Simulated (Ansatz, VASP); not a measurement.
## One calculation of Zr2O, two programs

```xyz
6
Lattice="4.6563 0.0000 0.0000 0.0000 4.6563 0.0000 0.0000 0.0000 4.8003" Properties=species:S:1:pos:R:3 pbc="T T T"
Zr    1.1641    1.1641    3.6002
Zr    3.4922    1.1641    1.2001
Zr    1.1641    3.4922    1.2001
Zr    3.4922    3.4922    3.6002
O     0.0000    0.0000    0.0000
O     2.3281    2.3281    2.4001
```

Change from the starting cell: strain -0.030 along x and y, +0.000 along z, atoms carried along.

Alike in both runs: task single point; functional PBEsol; k mesh 10 × 10 × 10; occupations gaussian, width 0.15 eV; no spin polarisation.

|  | VASP | Ansatz |
| --- | --- | --- |
| version | VASP 6.6.1 | Ansatz 0.2.0 |
| potentials or method | VASP PAW PBE potentials, release 64 (Zr_sv, O), cutoff 520 eV | scalar-relativistic, plane waves, PAW |
| valence electrons in the cell | 60 | 60 |

VASP gave:

| Quantity | Value |
| --- | --- |
| gap on the k mesh at the Fermi level (eV) | none |
| pressure (GPa) | 10.0 |
| traceless stress, the component that is largest in VASP (GPa) | -0.88 |

What did Ansatz give for the same quantities?

gap on the k mesh at the Fermi level (eV): none; pressure (GPa): 9.7; traceless stress, the component that is largest in VASP (GPa): -0.89.

VASP's potentials were made for PBE, not for PBEsol. A gap of «none» marks a metal or a gap that the smearing closes.
